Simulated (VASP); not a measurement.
# Mg5Zn (P-62m) in VASP: single point with LDA

Aim: the single point of Mg5Zn with LDA.

All numbers are computed with VASP 6.6.1; they aren't measurements. Logs are shortened: lines on timing, memory, paths and dates and some standing lists are left out, and cuts for length are marked.

## Step 1: The cell of the first run

Symmetry: P-62m, No. 189, hexagonal system. Conventional cell: a = 5.350 Å, b = 5.350 Å, c = 4.973 Å, α = 90.00°, β = 90.00°, γ = 120.00°. Within 3.9 Å of Mg (site symmetry m2m) lie 10 Mg at 2.96 to 3.16 Å and 2 Zn at 3.02 Å. Within 4.1 Å of Mg (site symmetry -6) lie 9 Mg at 3.08 to 3.09 Å and 3 Zn at 3.09 Å. Within 4.0 Å of Zn (site symmetry -62m) lie 12 Mg at 3.02 to 3.09 Å.

## Step 2: Single point, LDA

File INCAR:

```
ALGO = Normal ; EDIFF = 1E-7
ENCUT = 520 ; ISIF = 2
ISMEAR = 1 ; LASPH = T
LCHARG = F ; LREAL = F
LWAVE = F ; NBANDS = 20
NELM = 80 ; PREC = Accurate
SIGMA = 0.1
```

File KPOINTS:

```
k-points
0
Gamma
  5 5 5
```

File POSCAR:

```
Mg5Zn
1.0
    5.3502300000      0.0000000000      0.0000000000
   -2.6751150000      4.6334350000      0.0000000000
    0.0000000000      0.0000000000      4.9730240000
Mg Zn
5 1
Direct
    0.0000000000      0.6807410000      0.5000000000
    0.6807410000      0.0000000000      0.5000000000
    0.3192590000      0.3192590000      0.5000000000
    0.6666666667      0.3333333333      0.0000000000
    0.3333333333      0.6666666667      0.0000000000
    0.0000000000      0.0000000000      0.0000000000
```

Potentials or basis: VASP PAW LDA potentials, release 64 (Mg, Zn).

Command:

```console
> cat potpaw_LDA.64/Mg/POTCAR potpaw_LDA.64/Zn/POTCAR > POTCAR
> mpirun -np 1 vasp_std > vasp.out
```

OUTCAR:

```text
EDIFF = 1E-7
   ENCUT = 520
   ISIF = 2
   ISMEAR = 1
   LASPH = T
   LREAL = F
   NELM = 80
   PREC = Accurate

 ion  position               nearest neighbor table
   1  0.000  0.681  0.500-   3 2.96   2 2.96   6 3.02   6 3.02   4 3.08   4 3.08   5 3.08   5 3.08
                             2 3.16   3 3.16   3 3.16   2 3.16
   2  0.681  0.000  0.500-   3 2.96   1 2.96   6 3.02   6 3.02   4 3.08   4 3.08   5 3.08   5 3.08
                             1 3.16   3 3.16   3 3.16   1 3.16
   3  0.319  0.319  0.500-   1 2.96   2 2.96   6 3.02   6 3.02   5 3.08   5 3.08   4 3.08   4 3.08
                             2 3.16   1 3.16   1 3.16   2 3.16
   4  0.667  0.333  0.000-   1 3.08   1 3.08   2 3.08   2 3.08   3 3.08   3 3.08   5 3.09   6 3.09
                             5 3.09   6 3.09   6 3.09   5 3.09
   5  0.333  0.667  0.000-   3 3.08   3 3.08   2 3.08   2 3.08   1 3.08   1 3.08   4 3.09   6 3.09
                             6 3.09   4 3.09   6 3.09   4 3.09
   6  0.000  0.000  0.000-   1 3.02   3 3.02   1 3.02   3 3.02   2 3.02   2 3.02   5 3.09   4 3.09
                             4 3.09   5 3.09   4 3.09   5 3.09

  LATTYP: Found a hexagonal cell.
 ALAT       =     5.3502300000
 C/A-ratio  =     0.9294972366

  Lattice vectors:

 A1 = (   5.3502300000,   0.0000000000,   0.0000000000)
 A2 = (  -2.6751150000,   4.6334350000,   0.0000000000)
 A3 = (   0.0000000000,   0.0000000000,   4.9730240000)

Analysis of symmetry for initial positions (statically):
=====================================================================
 Subroutine PRICEL returns:
 Original cell was already a primitive cell.

 Routine SETGRP: Setting up the symmetry group for a
 hexagonal supercell.

 Subroutine GETGRP returns: Found 12 space group operations
 (whereof 12 operations were pure point group operations)
 out of a pool of 24 trial point group operations.

The static configuration has the point symmetry D_3h.

Analysis of symmetry for dynamics (positions and initial velocities):
=====================================================================
 Subroutine PRICEL returns:
 Original cell was already a primitive cell.

 Routine SETGRP: Setting up the symmetry group for a
 hexagonal supercell.

 Subroutine GETGRP returns: Found 12 space group operations
 (whereof 12 operations were pure point group operations)
 out of a pool of 24 trial point group operations.

The dynamic configuration has the point symmetry D_3h.

 Subroutine INISYM returns: Found 12 space group operations
 (whereof 12 operations are pure point group operations),
 and found     1 'primitive' translations

----------------------------------------------------------------------------------------

                                     Primitive cell

  volume of cell :     123.2810

  direct lattice vectors                    reciprocal lattice vectors
     5.350230000  0.000000000  0.000000000     0.186907853  0.107911301  0.000000000
    -2.675115000  4.633435000  0.000000000     0.000000000  0.215822602  0.000000000
     0.000000000  0.000000000  4.973024000     0.000000000  0.000000000  0.201084893

  length of vectors
     5.350230000  5.350229917  4.973024000     0.215822599  0.215822602  0.201084893

  position of ions in fractional coordinates (direct lattice)
     0.000000000  0.680741000  0.500000000
     0.680741000  0.000000000  0.500000000
     0.319259000  0.319259000  0.500000000
     0.666666667  0.333333333  0.000000000
     0.333333333  0.666666667  0.000000000
     0.000000000  0.000000000  0.000000000

  ion indices of the primitive-cell ions
   primitive index   ion index
                 1           1
                 2           2
                 3           3
                 4           4
                 5           5
                 6           6

----------------------------------------------------------------------------------------

 KPOINTS: k-points

Automatic generation of k-mesh.
 Grid dimensions read from file:
 generate k-points for:    5    5    5

 Generating k-lattice:

  Cartesian coordinates                     Fractional coordinates (reciprocal lattice)
     0.037381571  0.021582260  0.000000000     0.200000000  0.000000000  0.000000000
     0.000000000  0.043164520  0.000000000     0.000000000  0.200000000  0.000000000
     0.000000000  0.000000000  0.040216979     0.000000000  0.000000000  0.200000000

  Length of vectors
     0.043164520  0.043164520  0.040216979

  Shift w.r.t. Gamma in fractional coordinates (k-lattice)
     0.000000000  0.000000000  0.000000000

 Subroutine IBZKPT returns following result:
 ===========================================

 Found     15 irreducible k-points:

 Following reciprocal coordinates:
            Coordinates               Weight
  0.000000  0.000000  0.000000      1.000000
  0.200000  0.000000  0.000000      6.000000
  0.400000  0.000000  0.000000      6.000000
  0.200000  0.200000  0.000000      6.000000
  0.400000  0.200000  0.000000      6.000000
  0.000000  0.000000  0.200000      2.000000
  0.200000  0.000000  0.200000     12.000000
  0.400000  0.000000  0.200000     12.000000
  0.200000  0.200000  0.200000     12.000000
  0.400000  0.200000  0.200000     12.000000
  0.000000  0.000000  0.400000      2.000000
  0.200000  0.000000  0.400000     12.000000
  0.400000  0.000000  0.400000     12.000000
  0.200000  0.200000  0.400000     12.000000
  0.400000  0.200000  0.400000     12.000000
   k-points           NKPTS =     15   k-points in BZ     NKDIM =     15   number of bands    NBANDS=     20
   number of dos      NEDOS =    301   number of ions     NIONS =      6
   total plane-waves  NPLWV =  64000
   dimension x,y,z NGX =    40 NGY =   40 NGZ =   40
   dimension x,y,z NGXF=    80 NGYF=   80 NGZF=   80
   ions per type =               5   1
   NGX,Y,Z   is equivalent  to a cutoff of  12.43, 12.43, 13.37 a.u.
   NGXF,Y,Z  is equivalent  to a cutoff of  24.86, 24.86, 26.74 a.u.
 SYSTEM =  unknown system
   PREC   = accura    normal or accurate (medium, high low for compatibility)
   ISTART =      0    job   : 0-new  1-cont  2-samecut
   ICHARG =      2    charge: 1-file 2-atom 10-const
   ISPIN  =      1    spin polarized calculation?
   LNONCOLLINEAR =      F non collinear calculations
   LSORBIT =      F    spin-orbit coupling
   LASPH  =      T    aspherical Exc in radial PAW
   ENCUT  =  520.0 eV  38.22 Ry    6.18 a.u.   9.95  9.95  9.25*2*pi/ulx,y,z
   NELM   =     80;   NELMIN=  2; NELMDL= -5     # of ELM steps
   EDIFF  = 0.1E-06   stopping-criterion for ELM
   LREAL  =      F    real-space projection
   EDIFFG = 0.1E-05   stopping-criterion for IOM
   NSW    =      0    number of steps for IOM
   IBRION =     -1    ionic relax: 0-MD 1-quasi-New 2-CG
   NFREE  =      0    steps in history (QN), initial steepest desc. (CG)
   ISIF   =      2    stress and relaxation
   ISYM   =      2    0-nonsym 1-usesym 2-fastsym
   POTIM  = 0.5000    time-step for ionic-motion
   TEBEG  =    0.0;   TEEND  =   0.0 temperature during run
   PSTRESS=    0.0 pullay stress
   NELECT =      22.0000    total number of electrons
   NUPDOWN=      -1.0000    fix difference up-down
   EMIN   =  10.00;   EMAX   =-10.00  energy-range for DOS
   EFERMI =   0.00;   METHOD = LEGACY
   ISMEAR =     1;   SIGMA  =   0.10  broadening in eV -4-tet -1-fermi 0-gaus
   EFERMI_NEDOS =   21; number of points for ismear=-14 and -15
   IALGO  =     38    algorithm
   IMIX   =      4    mixing-type and parameters
     AMIX     =   0.40;   BMIX     =  1.00
     AMIX_MAG =   1.60;   BMIX_MAG =  1.00
  volume/ion in A,a.u.               =      20.55       138.66
  Fermi-wavevector in a.u.,A,eV,Ry     =   0.921687  1.741737 11.558256  0.849508
  Thomas-Fermi vector in A             =   2.047132
   LORBIT       =      0    0 simple, 1 ext, 2 COOP (PROOUT), +10 PAW based schemes
   GGA     = CA    functional components
   LHFCALC =     F    Hartree Fock is set to
   AEXX    =    0.0000 exact exchange contribution
   IVDW    =     0    specifies the selected vdW correction
   LEPSILON=     F    determine dielectric tensor
   LRPA    =     F    only Hartree local field effects (RPA)
 non-spin polarized calculation
 Methfessel and Paxton  Order N= 1 SIGMA  =   0.10
  energy-cutoff  :      520.00
  volume of cell :      123.28
 maximum number of plane-waves:      3334
 NGX is ok and might be reduce to    40
   NGX = 19   NGY = 19   NGZ = 19

 number of electron      22.0000015 magnetization

 Free energy of the ion-electron system (eV)
  ---------------------------------------------------
  ext. energy  EPLUGINS =         0.00000000
  ---------------------------------------------------
  free energy    TOTEN  =       -11.05111694 eV

  energy without entropy =      -11.05236943  energy(sigma->0) =      -11.05153444

 E-fermi :   2.8816     XC(G=0):  -9.2594

 val. band max:        2.8054599694   @ k =   0.2000   0.2000   0.0000
 cond. band min:       2.9391559648   @ k =   0.4000   0.0000   0.4000
 fundamental gap:      0.1336959954
 Fermi energy:         2.8815994260

 k-point     1 :       0.0000    0.0000    0.0000
  band No.  band energies     occupation
      1      -4.8759      2.00000
      2      -4.5052      2.00000
      3      -4.4569      2.00000
      4      -4.4569      2.00000
      5      -4.4432      2.00000
      6      -4.4432      2.00000
[... 12 lines left out ...]
     19       7.4710      0.00000
     20       7.4710      0.00000

 k-point     2 :       0.2000    0.0000    0.0000
  band No.  band energies     occupation
      1      -4.6207      2.00000
      2      -4.4885      2.00000
      3      -4.4534      2.00000
      4      -4.4483      2.00000
      5      -4.4469      2.00000
      6      -4.4440      2.00000
[... 12 lines left out ...]
     19       6.8783      0.00000
     20       8.0692      0.00000
[... 258 lines left out ...]
      3      -4.4620      2.00000
      4      -4.4574      2.00000
      5      -4.4403      2.00000
      6      -3.1136      2.00000
[... 12 lines left out ...]
     19       8.7597      0.00000
     20       8.9948      0.00000

 k-point    15 :       0.4000    0.2000    0.4000
  band No.  band energies     occupation
      1      -4.4804      2.00000
      2      -4.4669      2.00000
      3      -4.4624      2.00000
      4      -4.4512      2.00000
      5      -4.4403      2.00000
      6      -2.3501      2.00000
[... 12 lines left out ...]
     19       8.8164      0.00000
     20       9.6796      0.00000

------------------------ aborting loop because EDIFF is reached ----------------------------------------

  FORCE on cell =-STRESS in cart. coord.  units (eV):
  Direction    XX          YY          ZZ          XY          YZ          ZX
  --------------------------------------------------------------------------------------
  -------------------------------------------------------------------------------------
  Total       -1.8886529     -1.8886529     -1.2325662      0.0000000      0.0000000      0.0000000
  in kB      -24.5452047    -24.5452037    -16.0186070      0.0000000      0.0000000      0.0000000
  external PRESSURE =     -21.7030051 kB  Pullay stress =       0.0000000 kB

 VOLUME and BASIS-vectors are now :
 -----------------------------------------------------------------------------
  energy-cutoff  :      520.00
  volume of cell :      123.28
      direct lattice vectors                 reciprocal lattice vectors
     5.350230000  0.000000000  0.000000000     0.186907853  0.107911301  0.000000000
    -2.675115000  4.633435000  0.000000000     0.000000000  0.215822602  0.000000000
     0.000000000  0.000000000  4.973024000     0.000000000  0.000000000  0.201084893

 POSITION                                       TOTAL-FORCE (eV/Angst)
 -----------------------------------------------------------------------------------
     -1.82106      3.15417      2.48651         0.030742     -0.053247      0.000000
      3.64212      0.00000      2.48651        -0.061484      0.000000      0.000000
      0.85405      1.47927      2.48651         0.030742      0.053247     -0.000000
      2.67512      1.54448      0.00000        -0.000000     -0.000000     -0.000000
     -0.00000      3.08896      0.00000        -0.000000      0.000000     -0.000000
      0.00000      0.00000      0.00000        -0.000000      0.000000     -0.000000
 -----------------------------------------------------------------------------------
    total drift:                               -0.000000     -0.000000      0.000000

  FREE ENERGIE OF THE ION-ELECTRON SYSTEM (eV)
  ---------------------------------------------------
  free  energy   TOTEN  =       -11.0511169412 eV

  energy  without entropy=      -11.0523694302  energy(sigma->0) =      -11.05153444
```

Run time: 34 s. Hardware: 1 thread of Intel Xeon 6975P-C, shared host; peak memory 0.21 GiB.

What came out:

```
Free energy            : -11.0511 eV
Pressure               : -2.2 GPa
Largest force          : 0.061 eV/Å
Band gap on the k mesh : zero (band 11 reaches 3.08 eV, above the bottom of band 12 at 2.27 eV)
```

Forces in eV/Å, atoms in the order of the input:
```
Mg   0.031 -0.053  0.000
Mg  -0.061  0.000  0.000
Mg   0.031  0.053  0.000
Mg   0.000  0.000  0.000
Mg   0.000  0.000  0.000
Zn   0.000  0.000  0.000
```
